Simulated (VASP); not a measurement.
Input of a VASP 6.6.1 run:

INCAR

```
PREC     = Accurate       # precision mode
ENCUT    = 520            # plane-wave cutoff, eV
EDIFF    = 1E-6           # SCF threshold, eV
ISMEAR   = -1             # smearing method
SIGMA    = 0.05           # smearing width, eV
LREAL    = False          # projectors in reciprocal space
LASPH    = True           # aspherical terms in the spheres
NELM     = 150            # most SCF steps
ALGO     = Normal         # electronic algorithm
ISIF     = 2              # what is computed and relaxed
LWAVE    = False          # write WAVECAR
LCHARG   = False          # write CHGCAR
ISPIN    = 2              # spin polarisation
MAGMOM   = 6 6            # initial moments
LORBIT   = 11             # projections on sites
LMAXMIX  = 6              # l up to which the mixer works
GGA      = PE             # functional
NBANDS   = 30             # bands
```

Contents of KPOINTS:

```
Automatic mesh
0
Gamma
  9 9 5
```

File POSCAR:

```
Tb
1.0
    3.6248483771      0.0000000000      0.0000000000
   -1.8124241886      3.1392107794      0.0000000000
    0.0000000000      0.0000000000      5.7313070592
Tb
2
Direct
    0.6666666667      0.3333333333      0.7500000000
    0.3333333333      0.6666666667      0.2500000000
```

Potentials or basis: VASP PAW PBE potentials, release 64 (Tb).

Launch:

```console
$ cat potpaw_PBE.64/Tb/POTCAR > POTCAR
$ mpirun -np 1 vasp_std > vasp.out
```

Question: Predict the net moment.

Answer: 11.97 μB per cell.

Question: What does it give for the site moments?

Answer: Tb +5.72 μB.

Question: What does it give for the band gap on the k mesh?

Answer: Zero (filled and empty bands overlap).

Stress tensor (GPa, compression positive):
```
-0.13  0.00  0.00
 0.00 -0.13  0.00
 0.00  0.00  1.93
```

Caveat: the magnetic or orbital state may not be the lowest; spin-orbit coupling is left out, which moves the levels of the heavy elements; semilocal functionals describe open f shells poorly, which spoils levels, moments and volumes. The state reached can hang on the start; a lower one may exist.
